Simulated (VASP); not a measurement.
# AlN (F-43m) in VASP: a series of runs

The runs below take AlN through single point, with PBE.

Everything below comes from runs of VASP 6.6.1. Logs are shortened: lines on timing, memory, paths and dates and some standing lists are left out, and cuts for length are marked.

## (1) The cell of the first run

The structure is cubic, space group F-43m (No. 216). The conventional cell has a = 4.380 Å, b = 4.380 Å, c = 4.380 Å, α = 90.00°, β = 90.00°, γ = 90.00°. Within 2.5 Å of Al (site symmetry -43m) lie 4 N at 1.90 Å. Within 2.5 Å of N (site symmetry -43m) lie 4 Al at 1.90 Å.

## (2) Single point, PBE

File INCAR:

```
SYSTEM = AlN
ALGO = Normal
EDIFF = 1E-6
ENCUT = 600
GGA = PE
GGA_COMPAT = .False.
ISIF = 2
ISMEAR = 0
LASPH = .True.
LCHARG = .False.
LREAL = .False.
LWAVE = .False.
NBANDS = 11
NELM = 120
PREC = Accurate
SIGMA = 0.02
```

File KPOINTS:

```
k-points
0
Gamma
  10 10 10
  0 0 0
```

File POSCAR:

```
AlN
1.0
    0.0000000000      2.1900000000      2.1900000000
    2.1900000000      0.0000000000      2.1900000000
    2.1900000000      2.1900000000      0.0000000000
Al N
1 1
Direct
    0.0000000000      0.0000000000      0.0000000000
    0.2500000000      0.2500000000      0.2500000000
```

Potentials or basis: VASP PAW PBE potentials, release 64 (Al, N).

Command:

```console
$ cat potpaw_PBE.64/Al/POTCAR potpaw_PBE.64/N/POTCAR > POTCAR
$ mpirun -np 1 vasp_std > vasp.out
```

OUTCAR:

```text
SYSTEM = AlN
   EDIFF = 1E-6
   ENCUT = 600
   GGA = PE
   ISIF = 2
   ISMEAR = 0
   LASPH = .True.
   LREAL = .False.
   NELM = 120
   PREC = Accurate

 ion  position               nearest neighbor table
   1  0.000  0.000  0.000-   2 1.90   2 1.90   2 1.90   2 1.90
   2  0.250  0.250  0.250-   1 1.90   1 1.90   1 1.90   1 1.90

  LATTYP: Found a face centered cubic cell.
 ALAT       =     4.3800000000

  Lattice vectors:

 A1 = (   0.0000000000,   2.1900000000,   2.1900000000)
 A2 = (   2.1900000000,   0.0000000000,   2.1900000000)
 A3 = (   2.1900000000,   2.1900000000,   0.0000000000)

Analysis of symmetry for initial positions (statically):
=====================================================================
 Subroutine PRICEL returns:
 Original cell was already a primitive cell.

 Routine SETGRP: Setting up the symmetry group for a
 face centered cubic supercell.

 Subroutine GETGRP returns: Found 24 space group operations
 (whereof 24 operations were pure point group operations)
 out of a pool of 48 trial point group operations.

The static configuration has the point symmetry T_d .

Analysis of symmetry for dynamics (positions and initial velocities):
=====================================================================
 Subroutine PRICEL returns:
 Original cell was already a primitive cell.

 Routine SETGRP: Setting up the symmetry group for a
 face centered cubic supercell.

 Subroutine GETGRP returns: Found 24 space group operations
 (whereof 24 operations were pure point group operations)
 out of a pool of 48 trial point group operations.

The dynamic configuration has the point symmetry T_d .

 Subroutine INISYM returns: Found 24 space group operations
 (whereof 24 operations are pure point group operations),
 and found     1 'primitive' translations

----------------------------------------------------------------------------------------

                                     Primitive cell

  volume of cell :      21.0069

  direct lattice vectors                    reciprocal lattice vectors
     0.000000000  2.190000000  2.190000000    -0.228310502  0.228310502  0.228310502
     2.190000000  0.000000000  2.190000000     0.228310502 -0.228310502  0.228310502
     2.190000000  2.190000000  0.000000000     0.228310502  0.228310502 -0.228310502

  length of vectors
     3.097127702  3.097127702  3.097127702     0.395445390  0.395445390  0.395445390

  position of ions in fractional coordinates (direct lattice)
     0.000000000  0.000000000  0.000000000
     0.250000000  0.250000000  0.250000000

  ion indices of the primitive-cell ions
[... 85 lines left out ...]
   PSTRESS=    0.0 pullay stress
   NELECT =       8.0000    total number of electrons
   NUPDOWN=      -1.0000    fix difference up-down
   EMIN   =  10.00;   EMAX   =-10.00  energy-range for DOS
   EFERMI =   0.00;   METHOD = LEGACY
   ISMEAR =     0;   SIGMA  =   0.02  broadening in eV -4-tet -1-fermi 0-gaus
   EFERMI_NEDOS =   21; number of points for ismear=-14 and -15
   IALGO  =     38    algorithm
   IMIX   =      4    mixing-type and parameters
     AMIX     =   0.40;   BMIX     =  1.00
     AMIX_MAG =   1.60;   BMIX_MAG =  1.00
  volume/ion in A,a.u.               =      10.50        70.88
  Fermi-wavevector in a.u.,A,eV,Ry     =   1.186636  2.242416 19.158419  1.408104
  Thomas-Fermi vector in A             =   2.322804
   LORBIT       =      0    0 simple, 1 ext, 2 COOP (PROOUT), +10 PAW based schemes
   GGA     = PE    functional components
   LHFCALC =     F    Hartree Fock is set to
   AEXX    =    0.0000 exact exchange contribution
   IVDW    =     0    specifies the selected vdW correction
   LEPSILON=     F    determine dielectric tensor
   LRPA    =     F    only Hartree local field effects (RPA)
 non-spin polarized calculation
 Gauss-broadening in eV      SIGMA  =   0.02
  energy-cutoff  :      600.00
  volume of cell :       21.01
 maximum number of plane-waves:       725
 NGX is ok and might be reduce to    28
   NGX = 13   NGY = 13   NGZ = 13

 number of electron       7.9999999 magnetization

 Free energy of the ion-electron system (eV)
  ---------------------------------------------------
  ext. energy  EPLUGINS =         0.00000000
  ---------------------------------------------------
  free energy    TOTEN  =       -14.84607234 eV

  energy without entropy =      -14.84607234  energy(sigma->0) =      -14.84607234

 E-fermi :   6.0114     XC(G=0): -10.8980

 val. band max:        5.8922883211   @ k =   0.0000   0.0000   0.0000
 cond. band min:       9.2059694101   @ k =   0.5000   0.5000   0.0000
 fundamental gap:      3.3136810890
 Fermi energy:         6.0113970584

 k-point     1 :       0.0000    0.0000    0.0000
  band No.  band energies     occupation
      1      -9.0416      2.00000
      2       5.8923      2.00000
      3       5.8923      2.00000
      4       5.8923      2.00000
      5      10.0156      0.00000
      6      18.3713      0.00000
      7      18.3713      0.00000
      8      18.3713      0.00000
      9      23.5150      0.00000
     10      23.5150      0.00000
     11      24.9007      0.00000
[... 309 lines left out ...]
 k-point    24 :       0.4000    0.3000    0.0000
  band No.  band energies     occupation
      1      -7.0570      2.00000
      2       1.7605      2.00000
      3       4.1998      2.00000
      4       4.4964      2.00000
      5      10.7899      0.00000
      6      15.3723      0.00000
      7      18.0472      0.00000
      8      20.3905      0.00000
      9      20.8939      0.00000
     10      27.1110      0.00000
     11      29.3148      0.00000

 [... further k-points ...]

------------------------ aborting loop because EDIFF is reached ----------------------------------------

  FORCE on cell =-STRESS in cart. coord.  units (eV):
  Direction    XX          YY          ZZ          XY          YZ          ZX
  --------------------------------------------------------------------------------------
  -------------------------------------------------------------------------------------
  Total        0.3593352      0.3593352      0.3593352     -0.0000000     -0.0000000     -0.0000000
  in kB       27.4061475     27.4061475     27.4061475     -0.0000000     -0.0000000     -0.0000000
  external PRESSURE =      27.4061475 kB  Pullay stress =       0.0000000 kB

 VOLUME and BASIS-vectors are now :
 -----------------------------------------------------------------------------
  energy-cutoff  :      600.00
  volume of cell :       21.01
      direct lattice vectors                 reciprocal lattice vectors
     0.000000000  2.190000000  2.190000000    -0.228310502  0.228310502  0.228310502
     2.190000000  0.000000000  2.190000000     0.228310502 -0.228310502  0.228310502
     2.190000000  2.190000000  0.000000000     0.228310502  0.228310502 -0.228310502

 POSITION                                       TOTAL-FORCE (eV/Angst)
 -----------------------------------------------------------------------------------
      0.00000      0.00000      0.00000         0.000000     -0.000000      0.000000
      1.09500      1.09500      1.09500        -0.000000      0.000000     -0.000000
 -----------------------------------------------------------------------------------
    total drift:                                0.000000      0.000000      0.000000

  FREE ENERGIE OF THE ION-ELECTRON SYSTEM (eV)
  ---------------------------------------------------
  free  energy   TOTEN  =       -14.8460723381 eV

  energy  without entropy=      -14.8460723381  energy(sigma->0) =      -14.84607234
```

OSZICAR:

```text
N       E                     dE             d eps       ncg     rms          rms(c)
DAV:   1     0.148606123776E+02    0.14861E+02   -0.41444E+03  1034   0.679E+02
DAV:   2    -0.161061995502E+02   -0.30967E+02   -0.29947E+02  1218   0.154E+02
DAV:   3    -0.172053693693E+02   -0.10992E+01   -0.10976E+01  1304   0.284E+01
DAV:   4    -0.172112014841E+02   -0.58321E-02   -0.58316E-02  1181   0.217E+00
DAV:   5    -0.172112731694E+02   -0.71685E-04   -0.71685E-04  1265   0.236E-01    0.858E+00
DAV:   6    -0.148553475079E+02    0.23559E+01   -0.11898E+01  1277   0.181E+01    0.279E+00
DAV:   7    -0.148525464301E+02    0.28011E-02   -0.16894E-01  1166   0.320E+00    0.203E+00
DAV:   8    -0.148475241145E+02    0.50223E-02   -0.29073E-02  1127   0.171E+00    0.589E-01
DAV:   9    -0.148460258179E+02    0.14983E-02   -0.40934E-03  1238   0.408E-01    0.233E-01
DAV:  10    -0.148460622438E+02   -0.36426E-04   -0.50619E-04  1142   0.148E-01    0.200E-02
DAV:  11    -0.148460723937E+02   -0.10150E-04   -0.17535E-05  1202   0.296E-02    0.158E-02
DAV:  12    -0.148460723381E+02    0.55628E-07   -0.49719E-07   745   0.570E-03
   1 F= -.14846072E+02 E0= -.14846072E+02  d E =-.133748E-19
```

Wall time 7.6 s (1 thread of Intel Xeon 6975P-C (Granite Rapids), shared host); peak memory 0.15 GiB.

Results:

| Item | Value |
| --- | --- |
| Free energy | -14.8461 eV |
| Pressure | 2.7 GPa |
| Band gap on the k mesh | 3.31 eV (least direct gap 4.12 eV) |

A k mesh can miss the band edges.

## (3) Single point, PBE

File INCAR:

```
PREC = Accurate
ENCUT = 600
EDIFF = 1E-6
ISMEAR = 0
SIGMA = 0.02
LREAL = F
LASPH = T
NELM = 120
ALGO = Normal
ISIF = 2
LWAVE = F
LCHARG = F
GGA = PE
NBANDS = 11
GGA_COMPAT = F
```

File KPOINTS:

```
regular mesh
0
Gamma
  10 10 10
```

POSCAR is that of step 2.

Potentials or basis: VASP PAW PBE potentials, release 64 (Al, N).

Command:

```console
$ cat potpaw_PBE.64/Al/POTCAR potpaw_PBE.64/N/POTCAR > POTCAR
$ mpirun -np 1 vasp_std > vasp.out
```

Wall time 8.1 s (1 thread of Intel Xeon 6975P-C (Granite Rapids), shared host); peak memory 0.15 GiB.

It converged, with:

```
Free energy            : -14.8461 eV
Pressure               : 2.7 GPa
Band gap on the k mesh : 3.31 eV (least direct gap 4.12 eV)
```

Levels at points of the mesh, in eV from the valence-band top:
```
           k point  band 1  band 2  band 3  band 4  band 5  band 6  band 7  band 8
(0.00, 0.00, 0.00)  -14.93    0.00    0.00    0.00    4.12   12.48   12.48   12.48
(0.50, 0.00, 0.00)  -12.91   -5.82   -0.48   -0.48    7.30    9.81   11.10   11.10
(0.50, 0.50, 0.00)  -12.28   -4.88   -1.76   -1.76    3.31    8.56   13.85   15.63
```

A k mesh can miss the band edges.
